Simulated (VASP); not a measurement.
# TaN in VASP: notebook

Runs on TaN. Level: PBE. Tasks: single point.

All numbers are computed with VASP 6.6.1; they aren't measurements. Logs are shortened: lines on timing, memory, paths and dates and some standing lists are left out, and cuts for length are marked.

### Step 1. The cell of the first run

The cell holds a disordered packing, 16 atoms: a = 5.917 Å, b = 5.654 Å, c = 5.524 Å, α = 94.50°, β = 89.17°, γ = 87.23°.

### Step 2. Single point, PBE

INCAR reads:

```
PREC = Accurate ; ENCUT = 520
EDIFF = 1E-6 ; ISMEAR = -1
SIGMA = 0.3447 ; LREAL = Auto
LASPH = T ; NELM = 120
ALGO = Normal ; ISIF = 2
LWAVE = F ; LCHARG = F
GGA = PE ; ISYM = -1
NBANDS = 78 ; GGA_COMPAT = F
```

KPOINTS reads:

```
explicit points
1
Reciprocal
  0.25000000   0.25000000   0.25000000 1
```

POSCAR reads:

```
TaN
1.0
    5.9152850000      0.1408810000      0.0440940000
    0.1408810000      5.6478040000     -0.2198280000
    0.0440940000     -0.2198280000      5.5198490000
Ta N
8 8
Direct
    0.3821640528      0.2160394764      0.2196183961
    0.2189654695      0.2062567488      0.7058598786
    0.5434575271      0.8462402351      0.7843169410
    0.4005199037      0.7394042794      0.3114393599
   -0.1084429466      0.4257239487      0.1849349008
    0.9846320336      0.8995001697      0.2655558075
    0.0597296465      0.7460465462      0.7433513491
    0.7231109827      0.4199194015      0.7209549005
    0.9478744268      0.1302130260      0.5564720872
    0.6997333231      0.6898539441      1.0347134807
    0.7920914651      0.6295858522      0.4667200348
    0.3418886147      0.9078414392      1.0807773422
    0.1841320660      0.5073816051      1.0468073609
    0.6931370754      0.1650757392      1.0776209790
    0.4785830889      1.1122334550      0.5241999216
    0.3348991902      0.5602346356      0.7068405702
```

Potentials or basis: VASP PAW PBE potentials, release 64 (Ta_pv, N).

On the command line:

```sh
$ cat potpaw_PBE.64/Ta_pv/POTCAR potpaw_PBE.64/N/POTCAR > POTCAR
$ mpirun -np 1 vasp_std > vasp.out
```

OUTCAR:

```text
PREC = Accurate
   ENCUT = 520
   EDIFF = 1E-6
   ISMEAR = -1
   LREAL = Auto
   LASPH = T
   NELM = 120
   ISIF = 2
   GGA = PE
   ISYM = -1

 ion  position               nearest neighbor table
   1  0.382  0.216  0.220-  12 1.88  15 1.91  14 1.99  13 2.26   4 2.78   2 2.85   4 2.97   2 3.01
                             6 3.04   5 3.10   3 3.16   5 3.30   8 3.60
   2  0.219  0.206  0.706-  15 1.86   9 1.87  16 2.15  13 2.44   3 2.79   7 2.83   1 2.85   1 3.01
                             8 3.12   7 3.14   6 3.24   8 3.27   5 3.38   4 3.41
   3  0.543  0.846  0.784-  10 1.92  12 2.01  16 2.10  15 2.18  11 2.48  14 2.53   8 2.58   4 2.79
                             2 2.79   7 2.95   7 3.08   4 3.13   1 3.16   8 3.50
   4  0.401  0.739  0.311-  12 1.68  10 2.31  13 2.33  15 2.40  16 2.51  11 2.55   6 2.60   1 2.78
                             3 2.79   1 2.97   7 3.10   3 3.13   5 3.37   2 3.41   8 3.53
   5  0.892  0.426  0.185-  11 1.93  13 1.97  14 1.99  10 2.07   8 2.76   6 2.76   6 3.07   1 3.10
                             8 3.11   1 3.30   7 3.32   4 3.37   2 3.38
   6  0.985  0.900  0.266-   9 1.99  11 2.29  12 2.34  10 2.43  14 2.52   4 2.60  13 2.66   5 2.76
                             7 2.88   7 2.97   1 3.04   5 3.07   2 3.24
   7  0.060  0.746  0.743-  16 1.89  11 2.30  13 2.34   9 2.54  12 2.66   8 2.78   2 2.83   6 2.88
                             3 2.95   6 2.97   3 3.08   4 3.10   2 3.14   5 3.32
   8  0.723  0.420  0.721-  11 1.96   9 2.19  10 2.22  16 2.40  15 2.51  14 2.54   3 2.58   5 2.76
                             7 2.78   5 3.11   2 3.12   2 3.27   3 3.50   4 3.53   1 3.60
   9  0.948  0.130  0.556-   2 1.87   6 1.99   8 2.19   7 2.54
  10  0.700  0.690  0.035-   3 1.92   5 2.07   8 2.22   4 2.31   6 2.43
  11  0.792  0.630  0.467-   5 1.93   8 1.96   6 2.29   7 2.30   3 2.48   4 2.55
  12  0.342  0.908  0.081-   4 1.68   1 1.88   3 2.01   6 2.34   7 2.66
  13  0.184  0.507  0.047-   5 1.97   1 2.26   4 2.33   7 2.34   2 2.44   6 2.66
  14  0.693  0.165  0.078-   5 1.99   1 1.99   6 2.52   3 2.53   8 2.54
  15  0.479  0.112  0.524-   2 1.86   1 1.91   3 2.18   4 2.40   8 2.51
  16  0.335  0.560  0.707-   7 1.89   3 2.10   2 2.15   8 2.40   4 2.51

IMPORTANT INFORMATION: All symmetrisations will be switched off!
NOSYMM: (Re-)initialisation of all symmetry stuff for point group C_1.

----------------------------------------------------------------------------------------

                                     Primitive cell

  volume of cell :     184.0000

  direct lattice vectors                    reciprocal lattice vectors
     5.915285000  0.140881000  0.044094000     0.169166816 -0.004278993 -0.001521760
     0.140881000  5.647804000 -0.219828000    -0.004278993  0.177443090  0.007100853
     0.044094000 -0.219828000  5.519849000    -0.001521760  0.007100853  0.181459324

  length of vectors
     5.917126699  5.653836028  5.524400566     0.169227767  0.177636658  0.181604582

  position of ions in fractional coordinates (direct lattice)
     0.382164053  0.216039476  0.219618396
     0.218965469  0.206256749  0.705859879
     0.543457527  0.846240235  0.784316941
     0.400519904  0.739404279  0.311439360
     0.891557053  0.425723949  0.184934901
     0.984632034  0.899500170  0.265555808
[... 8 lines left out ...]
     0.478583089  0.112233455  0.524199922
     0.334899190  0.560234636  0.706840570

  ion indices of the primitive-cell ions
   primitive index   ion index
                 1           1
                 2           2
                 3           3
                 4           4
                 5           5
                 6           6
[... 8 lines left out ...]
                15          15
                16          16

----------------------------------------------------------------------------------------

 KPOINTS: explicit points

Read explicit list of k-points.

 Found      1 k-points:

 Following reciprocal coordinates:
            Coordinates               Weight
  0.250000  0.250000  0.250000      1.000000
   k-points           NKPTS =      1   k-points in BZ     NKDIM =      1   number of bands    NBANDS=     78
   number of dos      NEDOS =    301   number of ions     NIONS =     16
   total plane-waves  NPLWV =  84672
   dimension x,y,z NGX =    48 NGY =   42 NGZ =   42
   dimension x,y,z NGXF=    96 NGYF=   84 NGZF=   84
   ions per type =               8   8
   NGX,Y,Z   is equivalent  to a cutoff of  13.49, 12.35, 12.64 a.u.
   NGXF,Y,Z  is equivalent  to a cutoff of  26.97, 24.70, 25.28 a.u.
 SYSTEM =  unknown system
   PREC   = accura    normal or accurate (medium, high low for compatibility)
   ISTART =      0    job   : 0-new  1-cont  2-samecut
   ICHARG =      2    charge: 1-file 2-atom 10-const
   ISPIN  =      1    spin polarized calculation?
   LNONCOLLINEAR =      F non collinear calculations
   LSORBIT =      F    spin-orbit coupling
   LASPH  =      T    aspherical Exc in radial PAW
   ENCUT  =  520.0 eV  38.22 Ry    6.18 a.u.  11.00 10.51 10.27*2*pi/ulx,y,z
   NELM   =    120;   NELMIN=  2; NELMDL= -5     # of ELM steps
   EDIFF  = 0.1E-05   stopping-criterion for ELM
   LREAL  =      T    real-space projection
   EDIFFG = 0.1E-04   stopping-criterion for IOM
   NSW    =      0    number of steps for IOM
   IBRION =     -1    ionic relax: 0-MD 1-quasi-New 2-CG
   NFREE  =      0    steps in history (QN), initial steepest desc. (CG)
   ISIF   =      2    stress and relaxation
   ISYM   =     -1    0-nonsym 1-usesym 2-fastsym
   POTIM  = 0.5000    time-step for ionic-motion
   TEBEG  =    0.0;   TEEND  =   0.0 temperature during run
   PSTRESS=    0.0 pullay stress
   NELECT =     128.0000    total number of electrons
   NUPDOWN=      -1.0000    fix difference up-down
   EMIN   =  10.00;   EMAX   =-10.00  energy-range for DOS
   EFERMI =   0.00;   METHOD = LEGACY
   ISMEAR =    -1;   SIGMA  =   0.34  broadening in eV -4-tet -1-fermi 0-gaus
   EFERMI_NEDOS =   21; number of points for ismear=-14 and -15
   IALGO  =     38    algorithm
   IMIX   =      4    mixing-type and parameters
     AMIX     =   0.40;   BMIX     =  1.00
     AMIX_MAG =   1.60;   BMIX_MAG =  1.00
  volume/ion in A,a.u.               =      11.50        77.61
  Fermi-wavevector in a.u.,A,eV,Ry     =   1.450571  2.741181 28.628765  2.104155
  Thomas-Fermi vector in A             =   2.568167
   LORBIT       =      0    0 simple, 1 ext, 2 COOP (PROOUT), +10 PAW based schemes
   GGA     = PE    functional components
   LHFCALC =     F    Hartree Fock is set to
   AEXX    =    0.0000 exact exchange contribution
   IVDW    =     0    specifies the selected vdW correction
   LEPSILON=     F    determine dielectric tensor
   LRPA    =     F    only Hartree local field effects (RPA)
 non-spin polarized calculation
  energy-cutoff  :      520.00
  volume of cell :      184.00
 maximum number of plane-waves:      4947
 NGX is ok and might be reduce to    48
   NGX = 21   NGY = 21   NGZ = 21

 number of electron     127.9999998 magnetization

 Free energy of the ion-electron system (eV)
  ---------------------------------------------------
  ext. energy  EPLUGINS =         0.00000000
  ---------------------------------------------------
  free energy    TOTEN  =      -162.44758829 eV

  energy without entropy =     -159.78198153  energy(sigma->0) =     -161.11478491

 E-fermi :   7.6496     XC(G=0): -12.8353

 val. band max:        7.5657997631   @ k =   0.2500   0.2500   0.2500
 cond. band min:       7.8152118605   @ k =   0.2500   0.2500   0.2500
 fundamental gap:      0.2494120974
 Fermi energy:         7.6496379634

 k-point     1 :       0.2500    0.2500    0.2500
  band No.  band energies     occupation
      1     -28.3416      2.00000
      2     -28.1843      2.00000
      3     -28.0133      2.00000
      4     -27.8913      2.00000
      5     -27.8609      2.00000
      6     -27.7900      2.00000
[... 68 lines left out ...]
     75      10.2438      0.00108
     76      10.4361      0.00062
 [bands above 76 left out]

------------------------ aborting loop because EDIFF is reached ----------------------------------------

  FORCE on cell =-STRESS in cart. coord.  units (eV):
  Direction    XX          YY          ZZ          XY          YZ          ZX
  --------------------------------------------------------------------------------------
  -------------------------------------------------------------------------------------
  Total       36.8231586     41.7040028     48.1744327     -6.5486130    -11.0642074     -2.3325122
  in kB      320.6370495    363.1369201    419.4780828    -57.0219406    -96.3414040    -20.3103117
  external PRESSURE =     367.7506842 kB  Pullay stress =       0.0000000 kB

 VOLUME and BASIS-vectors are now :
 -----------------------------------------------------------------------------
  energy-cutoff  :      520.00
  volume of cell :      184.00
      direct lattice vectors                 reciprocal lattice vectors
     5.915285000  0.140881000  0.044094000     0.169166816 -0.004278993 -0.001521760
     0.140881000  5.647804000 -0.219828000    -0.004278993  0.177443090  0.007100853
     0.044094000 -0.219828000  5.519849000    -0.001521760  0.007100853  0.181459324

 POSITION                                       TOTAL-FORCE (eV/Angst)
 -----------------------------------------------------------------------------------
      2.30073      1.22571      1.18162         0.345419      5.945742     -1.448351
      1.35542      1.04058      3.86055        -2.071083      3.535319      3.413787
      3.36851      4.68355      4.16725        -0.714465      4.652311     -2.462503
      2.48709      4.16397      1.57422         4.291270     -8.394410      9.980453
      5.34194      2.48936      0.96654         1.102130     -2.881032      0.172052
      5.96281      5.16054      1.31151        -2.497150      0.435823     -1.485585
[... 8 lines left out ...]
      2.86988      0.58606      2.88993         4.891976     -2.189107     -0.539569
      2.09112      3.05589      3.79326         4.821948     -0.779656     -2.099556
 -----------------------------------------------------------------------------------
    total drift:                                0.001925     -0.000487     -0.000656

  FREE ENERGIE OF THE ION-ELECTRON SYSTEM (eV)
  ---------------------------------------------------
  free  energy   TOTEN  =      -162.4475882889 eV

  energy  without entropy=     -159.7819815286  energy(sigma->0) =     -161.11478491
```

It took 2 min on 1 thread of Intel Xeon 8259CL, shared host; peak memory 0.28 GiB.

What came out:

| Item | Value |
| --- | --- |
| Free energy | -162.4476 eV |
| Pressure | 36.8 GPa |
| Largest force | 13.729 eV/Å |

Forces on the atoms (eV/Å):
```
Ta   0.345  5.946 -1.448
Ta  -2.071  3.535  3.414
Ta  -0.714  4.652 -2.463
Ta   4.291 -8.394  9.980
Ta   1.102 -2.881  0.172
Ta  -2.497  0.436 -1.486
Ta  -2.065  0.983 -0.062
Ta  -2.985 -5.534  0.191
N   -3.633  0.276 -0.293
N    3.562 -1.888  1.263
N   -0.026  3.642  2.102
N   -6.098  3.861 -9.918
N    0.466 -1.340  2.774
N    0.610 -0.325 -1.588
N    4.892 -2.189 -0.540
N    4.822 -0.780 -2.100
```

Stress tensor (GPa, compression positive):
```
32.06 -5.70 -2.03
-5.70 36.31 -9.63
-2.03 -9.63 41.95
```

Levels at points of the mesh, in eV from the Fermi level:
| k point | band 60 | band 61 | band 62 | band 63 | band 64 | band 65 | band 66 | band 67 | band 68 | band 69 |
| --- | --- | --- | --- | --- | --- | --- | --- | --- | --- | --- |
| (0.25, 0.25, 0.25) | -1.27 | -1.00 | -0.90 | -0.48 | -0.08 | 0.17 | 0.48 | 0.76 | 0.89 | 1.34 |

Caveat: the atoms stand as in a frame of molecular dynamics; so wide a smearing shifts energies and pressures; spin-orbit coupling is left out, which moves the levels of the heavy elements.

(Continued in part 2 of 3.)
